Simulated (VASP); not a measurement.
Crystal: Au.

```xyz
2
Lattice="1.4113 -2.5559 0.0000 1.4113 2.5559 0.0000 0.0000 0.0000 4.8932" Properties=species:S:1:pos:R:3 pbc="T T T"
Au    1.4113    0.8451    1.2233
Au    1.4113   -0.8451    3.6699
```

```yaml
Program: VASP 6.6.1
Task: relaxation of cell and atoms
Functional: PBEsol
Potentials_or_basis: VASP PAW PBE potentials, release 64 (Au)
Cutoff: 600 eV
k_mesh: 11 × 11 × 6
Occupations: fermi-dirac, width 0.05 eV
Spin: no spin polarisation
```

At the start: pressure -5.4 GPa; volume 17.65 Å³/atom.

Problem. How do energy, volume and symmetry change on relaxing?

Solution. Over 11 steps the energy falls by 17.1 meV/atom and the volume is 17.00 Å³/atom (-3.7 %); space group P6_3/mmc (No. 194, to 0.05 Å).

The path:
| step | energy change (eV) | largest force (eV/Å) | pressure (GPa) | volume (Å³) |
| --- | --- | --- | --- | --- |
| 1 | 0.0000 | 0.0201 | -5.40 | 35.30 |
| 2 | 0.0196 | 0.0251 | 10.21 | 32.34 |
| 3 | -0.0265 | 0.0286 | 0.53 | 33.97 |
| 4 | -0.0330 | 0.0129 | 0.17 | 33.99 |
| 5 | -0.0342 | 0.0034 | 0.04 | 34.00 |
| 6 | -0.0342 | 0.0021 | 0.05 | 34.00 |
| 7 | -0.0342 | 0.0013 | 0.05 | 34.00 |
| 8 | -0.0343 | 0.0017 | -0.10 | 34.03 |
| 9 | -0.0343 | 0.0019 | -0.09 | 34.03 |
| 10 | -0.0343 | 0.0017 | -0.05 | 34.02 |
| 11 | -0.0343 | 0.0024 | 0.05 | 34.01 |

Final structure:
```yaml
crystal:
  lattice:
    - [1.43149, -2.48753, 0.00000]
    - [1.43149, 2.48753, 0.00000]
    - [0.00000, 0.00000, 4.77517]
  atoms:
    - { symbol: Au, position: [0.33515, 0.66485, 0.25000] }
    - { symbol: Au, position: [0.66485, 0.33515, 0.75000] }
```

Caveat: the PAW data sets were made with another functional, which shifts forces and pressure a little.
